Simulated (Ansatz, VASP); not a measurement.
One calculation of NaCl, two programs

File INCAR:

```
  PREC = Accurate
  ENCUT = 520
  EDIFF = 1E-6
  ISMEAR = 0
  SIGMA = 0.05
  LREAL = F
  LASPH = T
  NELM = 100
  ALGO = Normal
  ISIF = 2
  LWAVE = F
  LCHARG = F
  GGA = PS
  NBANDS = 14
```

File KPOINTS:

```
regular mesh
0
Gamma
  8 8 8
```

Contents of POSCAR:

```
NaCl
1.0
    0.0000000000      2.7242445565      2.7242445565
    2.7242445565      0.0000000000      2.7242445565
    2.7242445565      2.7242445565      0.0000000000
Na Cl
1 1
Direct
    0.0000000000      0.0000000000      0.0000000000
    0.5000000000      0.5000000000      0.5000000000
```

Input for Ansatz:

```yaml
crystal:
  lattice:
    - [0.0, 2.7242445565, 2.7242445565]
    - [2.7242445565, 0.0, 2.7242445565]
    - [2.7242445565, 2.7242445565, 0.0]
  atoms:
    - { symbol: Na, position: [0.0, 0.0, 0.0] }
    - { symbol: Cl, position: [0.5, 0.5, 0.5] }
basis:
  ecutwfc: 420
  ecutrho_ratio: 4
kpoints:
  mp_grid: { grid: [8, 8, 8] }
hamiltonian:
  xc: pbesol
scf:
  occupations: { method: gaussian, width: 0.05 }
output:
  forces: true
  stress: true
  eigenvalues: true
```

Alike in both runs: task single point; functional PBEsol; k mesh 8 × 8 × 8; occupations gaussian, width 0.05 eV; no spin polarisation.

```csv
,VASP,Ansatz
version,VASP 6.6.1,Ansatz 0.2.0
potentials or method,"VASP PAW PBE potentials, release 64 (Na_pv, Cl), cutoff 520 eV","scalar-relativistic, plane waves, PAW"
valence electrons in the cell,14,16
```

```tsv
	VASP	Ansatz	Ansatz less VASP
gap on the k mesh at the Fermi level (eV)	5.34	5.35	+0.005
least direct gap on the mesh (eV)	5.34	5.35	+0.005
pressure (GPa)	2.7	2.6	-0.05
```

VASP's potentials were made for PBE, not for PBEsol. The functional is the same, so the differences come from potentials, cutoffs and numerics. VASP's potentials hold 14 valence electrons a cell and Ansatz's 16, so a difference there can come from the potentials and not from the codes.
